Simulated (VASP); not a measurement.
# ZrSe2 (P-3m1) in VASP: single point with PBEsol

Aim: the single point of ZrSe2 with PBEsol.

All numbers are computed with VASP 6.6.1; they aren't measurements. Logs are shortened: lines on timing, memory, paths and dates and some standing lists are left out, and cuts for length are marked.

## Step 1: The cell of the first run

Symmetry: P-3m1, No. 164, trigonal system. The conventional cell has a = 3.798 Å, b = 3.798 Å, c = 6.192 Å, α = 90.00°, β = 90.00°, γ = 120.00°. Zr (site symmetry -3m) has 6 Se at 2.68 Å within 3.5 Å. Se (site symmetry 3m) has 3 Zr at 2.68 Å within 3.5 Å.

## Step 2: Single point, PBEsol

Input file INCAR:

```
SYSTEM = ZrSe2
PREC     = Accurate       ! precision mode
ENCUT    = 500            ! plane-wave cutoff, eV
EDIFF    = 1E-6           ! SCF threshold, eV
ISMEAR   = -1             ! smearing method
SIGMA    = 0.05           ! smearing width, eV
LREAL    = .FALSE.        ! projectors in reciprocal space
LASPH    = .TRUE.         ! aspherical terms in the spheres
NELM     = 120            ! most SCF steps
ALGO     = Normal         ! electronic algorithm
ISIF     = 2              ! what is computed and relaxed
LWAVE    = .FALSE.        ! write WAVECAR
LCHARG   = .FALSE.        ! write CHGCAR
GGA      = PS             ! functional
NBANDS   = 60             ! bands
GGA_COMPAT= .FALSE.
```

Input file KPOINTS:

```
Automatic mesh
0
G
  2 2 2
  0 0 0
```

Input file POSCAR:

```
ZrSe2
1.0
    7.5959994416      0.0000000000      0.0000000000
   -3.7979997208      6.5783284836      0.0000000000
    0.0000000000      0.0000000000      6.1920000000
Zr Se
4 8
Direct
    0.0000000000      0.0000000000      0.0000000000
    0.0000000000      0.5000000000      0.0000000000
    0.5000000000      0.0000000000      0.0000000000
    0.5000000000      0.5000000000      0.0000000000
    0.1666666667      0.3333333333      0.2500000000
    0.3333333333      0.1666666667      0.7500000000
    0.1666666667      0.8333333333      0.2500000000
    0.3333333333      0.6666666667      0.7500000000
    0.6666666667      0.3333333333      0.2500000000
    0.8333333333      0.1666666667      0.7500000000
    0.6666666667      0.8333333333      0.2500000000
    0.8333333333      0.6666666667      0.7500000000
```

Potentials or basis: VASP PAW PBE potentials, release 64 (Zr_sv, Se).

Launch:

```
> cat potpaw_PBE.64/Zr_sv/POTCAR potpaw_PBE.64/Se/POTCAR > POTCAR
> mpirun -np 1 vasp_std > vasp.out
```

OUTCAR:

```text
SYSTEM = ZrSe2
   PREC = Accurate
   ENCUT = 500
   EDIFF = 1E-6
   ISMEAR = -1
   LREAL = .FALSE.
   LASPH = .TRUE.
   NELM = 120
   ISIF = 2
   GGA = PS

 ion  position               nearest neighbor table
   1  0.000  0.000  0.000-   6 2.68  11 2.68   5 2.68  12 2.68   7 2.68  10 2.68   3 3.80   3 3.80
                             4 3.80   2 3.80   2 3.80   4 3.80
   2  0.000  0.500  0.000-   8 2.68   9 2.68   7 2.68  10 2.68   5 2.68  12 2.68   4 3.80   4 3.80
                             1 3.80   1 3.80   3 3.80   3 3.80
   3  0.500  0.000  0.000-   7 2.68  10 2.68   9 2.68   8 2.68   6 2.68  11 2.68   1 3.80   1 3.80
                             4 3.80   4 3.80   2 3.80   2 3.80
   4  0.500  0.500  0.000-   5 2.68  12 2.68  11 2.68   6 2.68   8 2.68   9 2.68   2 3.80   2 3.80
                             3 3.80   3 3.80   1 3.80   1 3.80
   5  0.167  0.333  0.250-   4 2.68   1 2.68   2 2.68
   6  0.333  0.167  0.750-   1 2.68   4 2.68   3 2.68
   7  0.167  0.833  0.250-   3 2.68   2 2.68   1 2.68
   8  0.333  0.667  0.750-   2 2.68   3 2.68   4 2.68
   9  0.667  0.333  0.250-   2 2.68   3 2.68   4 2.68
  10  0.833  0.167  0.750-   3 2.68   2 2.68   1 2.68
  11  0.667  0.833  0.250-   1 2.68   4 2.68   3 2.68
  12  0.833  0.667  0.750-   4 2.68   1 2.68   2 2.68
[... 7 lines left out ...]
 A1 = (   7.5959994416,   0.0000000000,   0.0000000000)
 A2 = (  -3.7979997208,   6.5783284836,   0.0000000000)
 A3 = (   0.0000000000,   0.0000000000,   6.1920000000)

Analysis of symmetry for initial positions (statically):
=====================================================================
 Subroutine PRICEL returns following result:

  LATTYP: Found a hexagonal cell.
 ALAT       =     3.7979997208
 C/A-ratio  =     1.6303318734

  Lattice vectors:

 A1 = (   3.7979997208,   0.0000000000,   0.0000000000)
 A2 = (  -1.8989998604,   3.2891642418,   0.0000000000)
 A3 = (   0.0000000000,   0.0000000000,   6.1920000000)

   4 primitive cells build up your supercell.

 Routine SETGRP: Setting up the symmetry group for a
 hexagonal supercell.

 Subroutine GETGRP returns: Found 12 space group operations
 (whereof 12 operations were pure point group operations)
 out of a pool of 24 trial point group operations.

The static configuration has the point symmetry D_3d.

Analysis of symmetry for dynamics (positions and initial velocities):
=====================================================================
 Subroutine PRICEL returns following result:

  LATTYP: Found a hexagonal cell.
[... 109 lines left out ...]
   PSTRESS=    0.0 pullay stress
   NELECT =      96.0000    total number of electrons
   NUPDOWN=      -1.0000    fix difference up-down
   EMIN   =  10.00;   EMAX   =-10.00  energy-range for DOS
   EFERMI =   0.00;   METHOD = LEGACY
   ISMEAR =    -1;   SIGMA  =   0.05  broadening in eV -4-tet -1-fermi 0-gaus
   EFERMI_NEDOS =   21; number of points for ismear=-14 and -15
   IALGO  =     38    algorithm
   IMIX   =      4    mixing-type and parameters
     AMIX     =   0.40;   BMIX     =  1.00
     AMIX_MAG =   1.60;   BMIX_MAG =  1.00
  volume/ion in A,a.u.               =      25.78       174.00
  Fermi-wavevector in a.u.,A,eV,Ry     =   1.108293  2.094371 16.712232  1.228314
  Thomas-Fermi vector in A             =   2.244819
   LORBIT       =      0    0 simple, 1 ext, 2 COOP (PROOUT), +10 PAW based schemes
   GGA     = PS    functional components
   LHFCALC =     F    Hartree Fock is set to
   AEXX    =    0.0000 exact exchange contribution
   IVDW    =     0    specifies the selected vdW correction
   LEPSILON=     F    determine dielectric tensor
   LRPA    =     F    only Hartree local field effects (RPA)
 non-spin polarized calculation
  energy-cutoff  :      500.00
  volume of cell :      309.41
 maximum number of plane-waves:      7865
 NGX is ok and might be reduce to    56
   NGX = 27   NGY = 27   NGZ = 23

 number of electron      96.0000007 magnetization

 Free energy of the ion-electron system (eV)
  ---------------------------------------------------
  ext. energy  EPLUGINS =         0.00000000
  ---------------------------------------------------
  free energy    TOTEN  =       -82.71635985 eV

  energy without entropy =      -82.70218554  energy(sigma->0) =      -82.70927269

 E-fermi :   4.2822     XC(G=0):  -9.6187

 val. band max:        4.1566934985   @ k =   0.0000   0.0000   0.0000
 cond. band min:       4.4343199005   @ k =   0.0000   0.0000   0.5000
 fundamental gap:      0.2776264020
 Fermi energy:         4.2821800956

 k-point     1 :       0.0000    0.0000    0.0000
  band No.  band energies     occupation
      1     -45.2818      2.00000
      2     -45.2696      2.00000
      3     -45.2696      2.00000
      4     -45.2696      2.00000
      5     -23.4296      2.00000
      6     -23.4296      2.00000
[... 241 lines left out ...]
     59       6.7765      0.00000
     60       6.7765      0.00000

------------------------ aborting loop because EDIFF is reached ----------------------------------------

  FORCE on cell =-STRESS in cart. coord.  units (eV):
  Direction    XX          YY          ZZ          XY          YZ          ZX
  --------------------------------------------------------------------------------------
  -------------------------------------------------------------------------------------
  Total       -1.8439156     -1.8439156      0.2587365      0.0000000      0.0000000      0.0000000
  in kB       -9.5481713     -9.5481713      1.3397903      0.0000000      0.0000000      0.0000000
  external PRESSURE =      -5.9188508 kB  Pullay stress =       0.0000000 kB

 VOLUME and BASIS-vectors are now :
 -----------------------------------------------------------------------------
  energy-cutoff  :      500.00
  volume of cell :      309.41
      direct lattice vectors                 reciprocal lattice vectors
     7.595999442  0.000000000  0.000000000     0.131648246  0.076007150  0.000000000
    -3.797999721  6.578328484  0.000000000     0.000000000  0.152014300  0.000000000
     0.000000000  0.000000000  6.192000000     0.000000000  0.000000000  0.161498708

 POSITION                                       TOTAL-FORCE (eV/Angst)
 -----------------------------------------------------------------------------------
      0.00000      0.00000      0.00000         0.000000     -0.000000      0.000000
     -1.89900      3.28916      0.00000         0.000000     -0.000000      0.000000
      3.79800      0.00000      0.00000         0.000000     -0.000000      0.000000
      1.89900      3.28916      0.00000         0.000000     -0.000000      0.000000
      0.00000      2.19278      1.54800         0.000000     -0.000000      0.070051
      1.89900      1.09639      4.64400         0.000000      0.000000     -0.070051
     -1.89900      5.48194      1.54800         0.000000     -0.000000      0.070051
     -0.00000      4.38555      4.64400        -0.000000      0.000000     -0.070051
      3.79800      2.19278      1.54800         0.000000     -0.000000      0.070051
      5.69700      1.09639      4.64400        -0.000000      0.000000     -0.070051
      1.89900      5.48194      1.54800         0.000000     -0.000000      0.070051
      3.79800      4.38555      4.64400        -0.000000      0.000000     -0.070051
 -----------------------------------------------------------------------------------
    total drift:                               -0.000000      0.000000      0.000000

  FREE ENERGIE OF THE ION-ELECTRON SYSTEM (eV)
  ---------------------------------------------------
  free  energy   TOTEN  =       -82.7163598458 eV

  energy  without entropy=      -82.7021855440  energy(sigma->0) =      -82.70927269
```

OSZICAR:

```text
N       E                     dE             d eps       ncg     rms          rms(c)
DAV:   1     0.807332327083E+03    0.80733E+03   -0.44376E+04   480   0.142E+03
DAV:   2    -0.724075928197E+01   -0.81457E+03   -0.78677E+03   568   0.356E+02
DAV:   3    -0.830886658454E+02   -0.75848E+02   -0.74370E+02   680   0.926E+01
DAV:   4    -0.892979336192E+02   -0.62093E+01   -0.61953E+01   776   0.220E+01
DAV:   5    -0.895330321656E+02   -0.23510E+00   -0.23505E+00   664   0.358E+00    0.272E+01
DAV:   6    -0.829606311664E+02    0.65724E+01   -0.23122E+01   512   0.154E+01    0.112E+01
DAV:   7    -0.827267182109E+02    0.23391E+00   -0.30712E+00   648   0.502E+00    0.475E+00
DAV:   8    -0.827132566409E+02    0.13462E-01   -0.37085E-01   616   0.193E+00    0.132E+00
DAV:   9    -0.827158347177E+02   -0.25781E-02   -0.36895E-02   616   0.736E-01    0.545E-01
DAV:  10    -0.827164222478E+02   -0.58753E-03   -0.39042E-03   632   0.290E-01    0.168E-01
DAV:  11    -0.827163278598E+02    0.94388E-04   -0.38269E-04   600   0.796E-02    0.529E-02
DAV:  12    -0.827163591697E+02   -0.31310E-04   -0.20939E-04   564   0.463E-02    0.278E-02
DAV:  13    -0.827163581479E+02    0.10217E-05   -0.10505E-05   568   0.102E-02    0.143E-02
DAV:  14    -0.827163597227E+02   -0.15747E-05   -0.77932E-06   496   0.812E-03    0.326E-03
DAV:  15    -0.827163598458E+02   -0.12314E-06   -0.10125E-06   296   0.417E-03
   1 F= -.82716360E+02 E0= -.82709273E+02  d E =-.141743E-01
```

stdout:

```text
POSCAR found type information on POSCAR ZrSe
 POSCAR found :  2 types and      12 ions
 scaLAPACK will be used
 -----------------------------------------------------------------------------
|                                                                             |
|                                                                             |
|     You enforced a specific xc type in the INCAR file but a different       |
|     I HOPE YOU KNOW WHAT YOU ARE DOING!                                     |
|                                                                             |
 -----------------------------------------------------------------------------

 LDA part: xc-table for (Slater+PW92), standard interpolation
 POSCAR, INCAR and KPOINTS ok, starting setup
 FFT: planning ... GRIDC
 FFT: planning ... GRID_SOFT
 FFT: planning ... GRID
 WAVECAR not read
 entering main loop
```

Wall time 58 s (1 thread of Intel Xeon 6975P-C (Granite Rapids), shared host); peak memory 0.4 GiB.

Results:

| Item | Value |
| --- | --- |
| Free energy | -82.7164 eV |
| Pressure | -0.6 GPa |
| Largest force | 0.070 eV/Å |
| Band gap on the k mesh | 0.28 eV |

Forces in eV/Å, atoms in the order of the input:
```
Zr   0.000  0.000  0.000
Zr   0.000  0.000  0.000
Zr   0.000  0.000  0.000
Zr   0.000  0.000  0.000
Se   0.000  0.000  0.070
Se   0.000  0.000 -0.070
Se   0.000  0.000  0.070
Se   0.000  0.000 -0.070
Se   0.000  0.000  0.070
Se   0.000  0.000 -0.070
Se   0.000  0.000  0.070
Se   0.000  0.000 -0.070
```

Levels at points of the mesh, in eV from the valence-band top:
```
           k point  band 46  band 47  band 48  band 49  band 50  band 51
(0.00, 0.00, 0.00)    -0.05    -0.05     0.00     0.48     0.48     0.48
(0.50, 0.00, 0.00)    -1.13    -0.64    -0.64     0.78     0.78     1.49
(0.00, 0.00, 0.50)    -0.99    -0.21    -0.21     0.28     0.28     0.28
(0.50, 0.00, 0.50)    -1.10    -1.01    -1.01     0.73     0.73     1.50
```

Caveat: the k points lie up to 0.51 Å⁻¹ apart; semilocal functionals underestimate gaps, and a narrow one can read as zero; the PAW data sets were made with another functional, which shifts forces and pressure a little; this functional lacks dispersion, which binds layers or chains, so the pressure and a relaxed spacing across them are unreliable. A k mesh can miss the band edges.
